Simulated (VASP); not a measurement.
A run of VASP 6.6.1:

File INCAR:

```
SYSTEM = MgGe2
ALGO = Normal ; EDIFF = 1E-7
EDIFFG = -0.01 ; ENCUT = 600
GGA = PE ; IBRION = 2
ISIF = 3 ; ISMEAR = 0
LASPH = .True. ; LCHARG = .False.
LREAL = .False. ; LWAVE = .False.
NELM = 100 ; NSW = 80
PREC = Accurate ; SIGMA = 0.1
```

KPOINTS

```
k-points
0
Gamma
  12 12 12
  0 0 0
```

File POSCAR:

```
MgGe2
1.0
    1.9911346290      1.1495821141      4.7082026746
   -1.9911346290      1.1495821141      4.7082026746
    0.0000000000     -2.2991642281      4.7082026746
Mg Ge
1 2
Direct
    0.0000000000      0.0000000000      0.0000000000
    0.7917993236      0.7917993236      0.7917993236
    0.2082006764      0.2082006764      0.2082006764
```

Potentials or basis: VASP PAW PBE potentials, release 64 (Mg, Ge_d).

Run with:

```sh
$ cat potpaw_PBE.64/Mg/POTCAR potpaw_PBE.64/Ge_d/POTCAR > POTCAR
$ mpirun -np 1 vasp_std > vasp.out
```

Hardware: 1 thread of Intel(R) Xeon(R) 6975P-C (Granite Rapids) (shared host).

How long does it take, and how much memory?

Run time: 11 min on 1 thread of Intel(R) Xeon(R) 6975P-C (Granite Rapids), with other jobs on the host, peak memory 0.49 GiB. Counts: scf iterations 41, k points 189, ion steps 5.
